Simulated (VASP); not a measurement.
**CdS (Hawleyite): relaxation of the atoms with r2SCAN**

Crystal: CdS (Hawleyite).

```
Cd S
1.0
     0.00000    2.92017    2.92017
     2.92017    0.00000    2.92017
     2.92017    2.92017    0.00000
Cd S
1 1
Direct
  0.00000 0.00000 0.00000
  0.25000 0.25000 0.25000
```

| Property | Result |
| --- | --- |
| Program | VASP 6.6.1 |
| Task | relaxation of the atoms |
| Functional | r2SCAN |
| Potentials or basis | VASP PAW PBE potentials, release 64 (Cd, S) |
| Cutoff | 520 eV |
| k mesh | 8 × 8 × 8 |
| Occupations | fermi-dirac, width 0.02 eV |
| Spin | no spin polarisation |
| Dipole correction | no |
| Further INCAR settings | ALGO = Normal; EDIFF = 1e-06; IBRION = 2; EDIFFG = -0.01; NSW = 50 |

```
Pressure after relaxing : 1.6 GPa
Band gap on the k mesh  : 1.58 eV, direct
```

Final structure:
```cif
data_structure
_symmetry_space_group_name_H-M 'P 1'
_symmetry_Int_Tables_number 1
_cell_length_a 4.1297
_cell_length_b 4.1297
_cell_length_c 4.1297
_cell_angle_alpha 60.000
_cell_angle_beta 60.000
_cell_angle_gamma 60.000
_cell_volume 49.80
loop_
_atom_site_label
_atom_site_type_symbol
_atom_site_fract_x
_atom_site_fract_y
_atom_site_fract_z
_atom_site_occupancy
Cd1 Cd 0.00000 0.00000 0.00000 1
S1 S 0.25000 0.25000 0.25000 1
```

Levels at points of the mesh, in eV from the valence-band top:
| k point | band 6 | band 7 | band 8 | band 9 | band 10 | band 11 | band 12 | band 13 |
| --- | --- | --- | --- | --- | --- | --- | --- | --- |
| (0.00, 0.00, 0.00) | -7.45 | 0.00 | 0.00 | 0.00 | 1.58 | 7.08 | 7.08 | 7.08 |
| (0.50, 0.00, 0.00) | -7.06 | -4.44 | -0.76 | -0.76 | 3.47 | 7.48 | 7.48 | 7.89 |
| (0.50, 0.50, 0.00) | -7.00 | -3.96 | -1.91 | -1.91 | 3.85 | 4.75 | 9.78 | 11.53 |

Run time: 30 s on 1 thread of Intel(R) Xeon(R) 6975P-C (Granite Rapids), on a shared host, peak memory 0.18 GiB.

Caveat: the relaxation stopped at its first step, so nothing moved; the PAW data sets were made with another functional, which shifts forces and pressure a little. r2SCAN opens gaps a little over a GGA but as a rule still falls short of measured ones.
